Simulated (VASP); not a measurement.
# Y (P6_3/mmc) in VASP: notebook

The runs below take Y through relaxation of cell and atoms, with LDA.

All numbers are computed with VASP 6.6.1; they aren't measurements. Logs are shortened: lines on timing, memory, paths and dates and some standing lists are left out, and cuts for length are marked.

## 1. The cell of the first run

It takes space group P6_3/mmc (No. 194, hexagonal). The conventional cell has a = 2.543 Å, b = 2.543 Å, c = 4.340 Å, α = 90.00°, β = 90.00°, γ = 120.00°. Within 3.4 Å of Y (site symmetry -6m2) lie 12 Y at 2.54 to 2.62 Å.

## 2. Relaxation of cell and atoms, LDA, target pressure 160 GPa, at which the enthalpy is minimised

Contents of INCAR:

```
SYSTEM = Y
PREC = Accurate
ENCUT = 600
EDIFF = 1E-6
ISMEAR = -1
SIGMA = 0.05
LREAL = .False.
LASPH = .True.
NELM = 60
ALGO = Normal
ISIF = 3
LWAVE = .False.
LCHARG = .False.
IBRION = 2
NSW = 32
EDIFFG = -0.005
PSTRESS = 1600.0
```

Contents of KPOINTS:

```
regular mesh
0
Gamma
  17 17 9
  0 0 0
```

Contents of POSCAR:

```
Y
1.0
    2.5431985147      0.0000000000      0.0000000000
   -1.2715992574      2.2024745206      0.0000000000
    0.0000000000      0.0000000000      4.3396787264
Y
2
Direct
    0.3333333333      0.6666666667      0.2500000000
    0.6666666667      0.3333333333      0.7500000000
```

Potentials or basis: VASP PAW LDA potentials, release 64 (Y_sv).

The run is started by

```bash
$ cat potpaw_LDA.64/Y_sv/POTCAR > POTCAR
$ mpirun -np 1 vasp_std > vasp.out
```

OUTCAR:

```text
SYSTEM = Y
   PREC = Accurate
   ENCUT = 600
   EDIFF = 1E-6
   ISMEAR = -1
   LREAL = .False.
   LASPH = .True.
   NELM = 60
   ISIF = 3
   IBRION = 2
   NSW = 32
   EDIFFG = -0.005
   PSTRESS = 1600.0

 ion  position               nearest neighbor table
   1  0.333  0.667  0.250-   2 2.62   2 2.62   2 2.62   2 2.62   2 2.62   2 2.62   2 3.65   2 3.65
                             2 3.65   2 3.65   2 3.65   2 3.65
   2  0.667  0.333  0.750-   1 2.62   1 2.62   1 2.62   1 2.62   1 2.62   1 2.62   1 3.65   1 3.65
                             1 3.65   1 3.65   1 3.65   1 3.65

  LATTYP: Found a hexagonal cell.
 ALAT       =     2.5431985147
 C/A-ratio  =     1.7063861517

  Lattice vectors:

 A1 = (   2.5431985147,   0.0000000000,   0.0000000000)
 A2 = (  -1.2715992574,   2.2024745206,   0.0000000000)
 A3 = (   0.0000000000,   0.0000000000,   4.3396787264)

Analysis of symmetry for initial positions (statically):
=====================================================================
 Subroutine PRICEL returns:
 Original cell was already a primitive cell.

 Routine SETGRP: Setting up the symmetry group for a
 hexagonal supercell.

 Subroutine GETGRP returns: Found 24 space group operations
 (whereof 12 operations were pure point group operations)
 out of a pool of 24 trial point group operations.

The static configuration has the point symmetry D_3d.
 The point group associated with its full space group is D_6h.

Analysis of symmetry for dynamics (positions and initial velocities):
=====================================================================
 Subroutine PRICEL returns:
 Original cell was already a primitive cell.

 Routine SETGRP: Setting up the symmetry group for a
 hexagonal supercell.

 Subroutine GETGRP returns: Found 24 space group operations
 (whereof 12 operations were pure point group operations)
 out of a pool of 24 trial point group operations.

The dynamic configuration has the point symmetry D_3d.
 The point group associated with its full space group is D_6h.

 Subroutine INISYM returns: Found 24 space group operations
 (whereof 12 operations are pure point group operations),
 and found     1 'primitive' translations

----------------------------------------------------------------------------------------

                                     Primitive cell

  volume of cell :      24.3080

  direct lattice vectors                    reciprocal lattice vectors
     2.543198515  0.000000000  0.000000000     0.393205640  0.227017382  0.000000000
    -1.271599257  2.202474521  0.000000000     0.000000000  0.454034764  0.000000000
     0.000000000  0.000000000  4.339678726     0.000000000  0.000000000  0.230431805

  length of vectors
     2.543198515  2.543198515  4.339678726     0.454034764  0.454034764  0.230431805

[... 74 lines left out ...]
   ISPIN  =      1    spin polarized calculation?
   LNONCOLLINEAR =      F non collinear calculations
   LSORBIT =      F    spin-orbit coupling
   LASPH  =      T    aspherical Exc in radial PAW
   ENCUT  =  600.0 eV  44.10 Ry    6.64 a.u.   5.08  5.08  8.67*2*pi/ulx,y,z
   NELM   =     60;   NELMIN=  2; NELMDL= -5     # of ELM steps
   EDIFF  = 0.1E-05   stopping-criterion for ELM
   LREAL  =      F    real-space projection
   EDIFFG = -.5E-02   stopping-criterion for IOM
   NSW    =     32    number of steps for IOM
   IBRION =      2    ionic relax: 0-MD 1-quasi-New 2-CG
   NFREE  =      1    steps in history (QN), initial steepest desc. (CG)
   ISIF   =      3    stress and relaxation
   ISYM   =      2    0-nonsym 1-usesym 2-fastsym
   POTIM  = 0.5000    time-step for ionic-motion
   TEBEG  =    0.0;   TEEND  =   0.0 temperature during run
   PSTRESS= 1600.0 pullay stress
   NELECT =      22.0000    total number of electrons
   NUPDOWN=      -1.0000    fix difference up-down
   EMIN   =  10.00;   EMAX   =-10.00  energy-range for DOS
   EFERMI =   0.00;   METHOD = LEGACY
   ISMEAR =    -1;   SIGMA  =   0.05  broadening in eV -4-tet -1-fermi 0-gaus
   EFERMI_NEDOS =   21; number of points for ismear=-14 and -15
   IALGO  =     38    algorithm
   IMIX   =      4    mixing-type and parameters
     AMIX     =   0.40;   BMIX     =  1.00
     AMIX_MAG =   1.60;   BMIX_MAG =  1.00
  volume/ion in A,a.u.               =      12.15        82.02
  Fermi-wavevector in a.u.,A,eV,Ry     =   1.583554  2.992483 34.118548  2.507643
  Thomas-Fermi vector in A             =   2.683307
   LORBIT       =      0    0 simple, 1 ext, 2 COOP (PROOUT), +10 PAW based schemes
   GGA     = CA    functional components
   LHFCALC =     F    Hartree Fock is set to
   AEXX    =    0.0000 exact exchange contribution
   IVDW    =     0    specifies the selected vdW correction
   LEPSILON=     F    determine dielectric tensor
   LRPA    =     F    only Hartree local field effects (RPA)
 conjugate gradient relaxation of ions
 non-spin polarized calculation
  energy-cutoff  :      600.00
  volume of cell :       24.31
 maximum number of plane-waves:       833
   NGX = 11   NGY = 11   NGZ = 17

--------------------------------------- Ionic step        1  -------------------------------------------

 number of electron      22.0000000 magnetization

 Free energy of the ion-electron system (eV)
  ---------------------------------------------------
  ext. energy  EPLUGINS =         0.00000000
  ---------------------------------------------------
  free energy    TOTEN  =        -4.83860107 eV

  energy without entropy =       -4.82795032  energy(sigma->0) =       -4.83327570

 E-fermi :  10.0042     XC(G=0): -14.3541

 val. band max:        9.9999041009   @ k =   0.2941   0.2941   0.1111
 cond. band min:      10.0170354207   @ k =   0.2941   0.2353   0.3333
 fundamental gap:      0.0171313197
 Fermi energy:        10.0041525791

 k-point     1 :       0.0000    0.0000    0.0000
  band No.  band energies     occupation
      1     -33.8231      2.00000
      2     -31.8601      2.00000
      3     -16.3889      2.00000
      4      -9.4623      2.00000
      5      -9.4623      2.00000
      6      -9.2020      2.00000
      7      -8.7011      2.00000
      8      -8.7011      2.00000
      9       6.7986      2.00000
     10       7.5028      2.00000
     11      10.9418      0.00000
     12      12.0074      0.00000
     13      12.0074      0.00000
     14      13.4788      0.00000
[... 718 lines left out ...]
--------------------------------------- Ionic step        9  -------------------------------------------

 number of electron      22.0000000 magnetization

 Free energy of the ion-electron system (eV)
  ---------------------------------------------------
  ext. energy  EPLUGINS =         0.00000000
  ---------------------------------------------------
  free energy    TOTEN  =        -4.90510508 eV

  energy without entropy =       -4.89430769  energy(sigma->0) =       -4.89970638

 E-fermi :   9.9755     XC(G=0): -14.3387

 val. band max:        9.9743501674   @ k =   0.2941   0.2941   0.1111
 cond. band min:       9.9863823415   @ k =   0.2941   0.2353   0.3333
 fundamental gap:      0.0120321742
 Fermi energy:         9.9754667437

 k-point     1 :       0.0000    0.0000    0.0000
  band No.  band energies     occupation
      1     -33.8278      2.00000
      2     -31.8721      2.00000
      3     -16.3913      2.00000
      4      -9.5079      2.00000
      5      -9.5079      2.00000
      6      -9.2312      2.00000
      7      -8.7469      2.00000
      8      -8.7469      2.00000
      9       6.7593      2.00000
     10       7.4511      2.00000
     11      10.9361      0.00000
     12      11.9762      0.00000
     13      11.9762      0.00000
     14      13.4494      0.00000
[... 448 lines left out ...]
  energy  without entropy=       -4.8943076870  energy(sigma->0) =       -4.89970638

  enthalpy is  TOTEN    =        19.4359974302 eV   P V=       24.3411025098

 reached required accuracy - stopping structural energy minimisation
```

Run time: 1.9 min. Hardware: 1 thread of Intel Xeon 6975P-C (Granite Rapids), shared host; peak memory 0.21 GiB.

What came out:

```yaml
Free_energy: -4.9051 eV
Relaxed_volume: 12.19 Å³/atom
Relaxed_cell: a = 2.547 Å, b = 2.547 Å, c = 4.340 Å, α = 90.00°, β = 90.00°, γ = 120.00°
Space_group_after_relaxing_to_0.1_Å: P6_3/mmc (No. 194)
Energy_change_on_relaxing_the_run_minimises_the_enthalpy: -33.3 meV/atom
Ionic_steps: 9
Pressure_after_relaxing: 160.1 GPa
Band_gap_on_the_k_mesh: zero (bands 11 and 12 overlap by 4.32 eV)
```

Step by step:
```
step  energy change (eV)  largest force (eV/Å)  pressure (GPa)  volume (Å³)
   1              0.0000                0.0000          161.41        24.31
   2             -0.3731                0.0000          153.83        24.69
   3             -0.0709                0.0000          159.97        24.38
   4             -0.0695                0.0000          159.93        24.38
   5             -0.0348                0.0000          160.71        24.34
   6             -0.0676                0.0000          160.03        24.38
   7             -0.0662                0.0000          160.06        24.37
   8             -0.0663                0.0000          160.06        24.37
   9             -0.0665                0.0000          160.06        24.37
```

Final structure:
```xyz
2
Lattice="2.5465 0.0000 0.0000 -1.2733 2.2053 0.0000 0.0000 0.0000 4.3402" Properties=species:S:1:pos:R:3 pbc="T T T"
Y     0.0000    1.4702    1.0850
Y     1.2733    0.7351    3.2551
```

Levels at points of the mesh, in eV from the Fermi level:
```
           k point  band 9  band 10  band 11  band 12  band 13  band 14
(0.00, 0.00, 0.00)   -3.22    -2.52     0.96     2.00     2.00     3.47
```

Caveat: the cell is relaxed towards a set pressure, so the run minimises the enthalpy, not the energy.

## 3. Relaxation of cell and atoms, LDA, target pressure 160 GPa, at which the enthalpy is minimised

This run uses another cell than the first one, of 12.22 Å³/atom.

Contents of INCAR:

```
PREC     = Accurate       # precision mode
ENCUT    = 600            # plane-wave cutoff, eV
EDIFF    = 1E-6           # SCF threshold, eV
ISMEAR   = -1             # smearing method
SIGMA    = 0.05           # smearing width, eV
LREAL    = False          # projectors in reciprocal space
LASPH    = True           # aspherical terms in the spheres
NELM     = 80             # most SCF steps
ALGO     = Normal         # electronic algorithm
ISIF     = 3              # what is computed and relaxed
LWAVE    = False          # write WAVECAR
LCHARG   = False          # write CHGCAR
GGA      = CA             # functional
IBRION   = 2              # ionic algorithm
NSW      = 60             # ionic steps
EDIFFG   = -0.005         # ionic threshold
PSTRESS  = 1600.0
```

Contents of KPOINTS:

```
Automatic mesh
0
Gamma
  17 17 9
```

Contents of POSCAR:

```
Y
1.0
    2.5924791480      0.0000000000      0.0000000000
   -1.2962395740      2.2451528010      0.0000000000
    0.0000000000      0.0000000000      4.1998162198
Y
2
Direct
    0.3333333333      0.6666666667      0.2500000000
    0.6666666667      0.3333333333      0.7500000000
```

Potentials or basis: VASP PAW LDA potentials, release 64 (Y_sv).

The run is started by

```bash
$ cat potpaw_LDA.64/Y_sv/POTCAR > POTCAR
$ mpirun -np 1 vasp_std > vasp.out
```

OUTCAR:

```text
PREC = Accurate
   ENCUT = 600
   EDIFF = 1E-6
   ISMEAR = -1
   LREAL = False
   LASPH = True
   NELM = 80
   ISIF = 3
   GGA = CA
   IBRION = 2
   NSW = 60
   EDIFFG = -0.005
   PSTRESS = 1600.0

 ion  position               nearest neighbor table
   1  0.333  0.667  0.250-   2 2.58   2 2.58   2 2.58   2 2.58   2 2.58   2 2.58   2 3.66   2 3.66
                             2 3.66   2 3.66   2 3.66   2 3.66
   2  0.667  0.333  0.750-   1 2.58   1 2.58   1 2.58   1 2.58   1 2.58   1 2.58   1 3.66   1 3.66
                             1 3.66   1 3.66   1 3.66   1 3.66

  LATTYP: Found a hexagonal cell.
 ALAT       =     2.5924791480
 C/A-ratio  =     1.6200000000

  Lattice vectors:

 A1 = (   2.5924791480,   0.0000000000,   0.0000000000)
 A2 = (  -1.2962395740,   2.2451528010,   0.0000000000)
 A3 = (   0.0000000000,   0.0000000000,   4.1998162198)

Analysis of symmetry for initial positions (statically):
=====================================================================
 Subroutine PRICEL returns:
 Original cell was already a primitive cell.

 Routine SETGRP: Setting up the symmetry group for a
 hexagonal supercell.

 Subroutine GETGRP returns: Found 24 space group operations
 (whereof 12 operations were pure point group operations)
 out of a pool of 24 trial point group operations.

The static configuration has the point symmetry D_3d.
 The point group associated with its full space group is D_6h.

Analysis of symmetry for dynamics (positions and initial velocities):
=====================================================================
 Subroutine PRICEL returns:
 Original cell was already a primitive cell.

 Routine SETGRP: Setting up the symmetry group for a
 hexagonal supercell.

 Subroutine GETGRP returns: Found 24 space group operations
 (whereof 12 operations were pure point group operations)
 out of a pool of 24 trial point group operations.

The dynamic configuration has the point symmetry D_3d.
 The point group associated with its full space group is D_6h.

 Subroutine INISYM returns: Found 24 space group operations
 (whereof 12 operations are pure point group operations),
[... 129 lines left out ...]
  energy-cutoff  :      600.00
  volume of cell :       24.45
 maximum number of plane-waves:       833
 NGX is ok and might be reduce to    24
   NGX = 11   NGY = 11   NGZ = 17

--------------------------------------- Ionic step        1  -------------------------------------------

 number of electron      22.0000000 magnetization

 Free energy of the ion-electron system (eV)
  ---------------------------------------------------
  ext. energy  EPLUGINS =         0.00000000
  ---------------------------------------------------
  free energy    TOTEN  =        -4.93129382 eV

  energy without entropy =       -4.91815830  energy(sigma->0) =       -4.92472606

------------------------ aborting loop because EDIFF is reached ----------------------------------------

  FORCE on cell =-STRESS in cart. coord.  units (eV):
  Direction    XX          YY          ZZ          XY          YZ          ZX
  --------------------------------------------------------------------------------------
  -------------------------------------------------------------------------------------
  Total       23.4024059     23.4024059     26.0210286     -0.0000000      0.0000000      0.0000000
  in kB     1533.8384767   1533.8384768   1705.4680180     -0.0000000      0.0000000      0.0000000
  external PRESSURE =      -8.9516762 kB  Pullay stress =    1600.0000000 kB
[... 101 lines left out ...]
--------------------------------------- Ionic step        4  -------------------------------------------

 number of electron      22.0000000 magnetization

 E-fermi :  10.0374     XC(G=0): -14.3706

 val. band max:       10.0091765696   @ k =   0.1176   0.0588   0.1111
 cond. band min:      10.0423398645   @ k =   0.2941   0.2941   0.1111
 fundamental gap:      0.0331632949
 Fermi energy:        10.0373614062

 k-point     1 :       0.0000    0.0000    0.0000
  band No.  band energies     occupation
      1     -33.8149      2.00000
      2     -31.8168      2.00000
      3     -16.3972      2.00000
      4      -9.4455      2.00000
      5      -9.4455      2.00000
      6      -9.1369      2.00000
      7      -8.6686      2.00000
      8      -8.6686      2.00000
      9       6.7940      2.00000
     10       7.5687      2.00000
     11      11.0115      0.00000
     12      12.0198      0.00000
     13      12.0198      0.00000
     14      13.5120      0.00000
[... 528 lines left out ...]
--------------------------------------- Ionic step        7  -------------------------------------------

 number of electron      22.0000000 magnetization

 Free energy of the ion-electron system (eV)
  ---------------------------------------------------
  ext. energy  EPLUGINS =         0.00000000
  ---------------------------------------------------
  free energy    TOTEN  =        -4.90695390 eV

  energy without entropy =       -4.89615617  energy(sigma->0) =       -4.90155504

 E-fermi :   9.9750     XC(G=0): -14.3383

 val. band max:        9.9735260225   @ k =   0.2941   0.2941   0.1111
 cond. band min:       9.9860584552   @ k =   0.2941   0.2353   0.3333
 fundamental gap:      0.0125324327
 Fermi energy:         9.9749882712

 k-point     1 :       0.0000    0.0000    0.0000
  band No.  band energies     occupation
      1     -33.8277      2.00000
      2     -31.8730      2.00000
      3     -16.3908      2.00000
      4      -9.5079      2.00000
      5      -9.5079      2.00000
      6      -9.2328      2.00000
      7      -8.7474      2.00000
      8      -8.7474      2.00000
      9       6.7603      2.00000
     10       7.4510      2.00000
     11      10.9343      0.00000
     12      11.9763      0.00000
     13      11.9763      0.00000
     14      13.4489      0.00000
[... 448 lines left out ...]
  energy  without entropy=       -4.8961561726  energy(sigma->0) =       -4.90155504

  enthalpy is  TOTEN    =        19.4359799052 eV   P V=       24.3429338082

 reached required accuracy - stopping structural energy minimisation
```

CONTCAR:

```text
Y
   1.00000000000000
     2.5464974872365356    0.0000000000000000    0.0000000000000000
    -1.2732487436182678    2.2053315147363159    0.0000000000000000
     0.0000000000000000    0.0000000000000000    4.3405661802507227
  Y
     2
Direct
     0.3333333332999970    0.6666666667000030    0.2500000000000000
     0.6666666667000030    0.3333333332999970    0.7500000000000000

  0.00000000E+00  0.00000000E+00  0.00000000E+00
  0.00000000E+00  0.00000000E+00  0.00000000E+00
```

Run time: 1.8 min. Hardware: 1 thread of Intel Xeon 6975P-C (Granite Rapids), shared host; peak memory 0.22 GiB.

Results:

```
Free energy                                                : -4.9070 eV
Relaxed volume                                             : 12.19 Å³/atom
Relaxed cell                                               : a = 2.546 Å, b = 2.546 Å, c = 4.341 Å, α = 90.00°, β = 90.00°, γ = 120.00°
Space group after relaxing (to 0.1 Å)                      : P6_3/mmc (No. 194)
Energy change on relaxing (the run minimises the enthalpy) : +12.2 meV/atom
Ionic steps                                                : 7
Pressure after relaxing                                    : 160.0 GPa
Band gap on the k mesh                                     : zero (bands 11 and 12 overlap by 4.32 eV)
```

Step by step:
| step | energy change (eV) | largest force (eV/Å) | pressure (GPa) | volume (Å³) |
| --- | --- | --- | --- | --- |
| 1 | 0.0000 | 0.0000 | 159.10 | 24.45 |
| 2 | 0.2335 | 0.0000 | 164.41 | 24.17 |
| 3 | 0.1586 | 0.0000 | 162.80 | 24.24 |
| 4 | 0.1635 | 0.0000 | 162.90 | 24.24 |
| 5 | -0.5286 | 0.0000 | 148.86 | 24.95 |
| 6 | 0.0215 | 0.0000 | 159.96 | 24.38 |
| 7 | 0.0243 | 0.0000 | 160.01 | 24.38 |

Final structure:
```
CELL_PARAMETERS angstrom
2.54650 0.00000 0.00000
-1.27325 2.20533 0.00000
0.00000 0.00000 4.34057
ATOMIC_POSITIONS crystal
Y 0.33333 0.66667 0.25000
Y 0.66667 0.33333 0.75000
```

Levels at points of the mesh, in eV from the Fermi level:
```
           k point  band 7  band 8  band 9  band 10  band 11  band 12  band 13  band 14  band 15
(0.00, 0.00, 0.00)  -18.72  -18.72   -3.21    -2.52     0.96     2.00     2.00     3.47     3.47
```

Caveat: the cell is relaxed towards a set pressure, so the run minimises the enthalpy, not the energy.
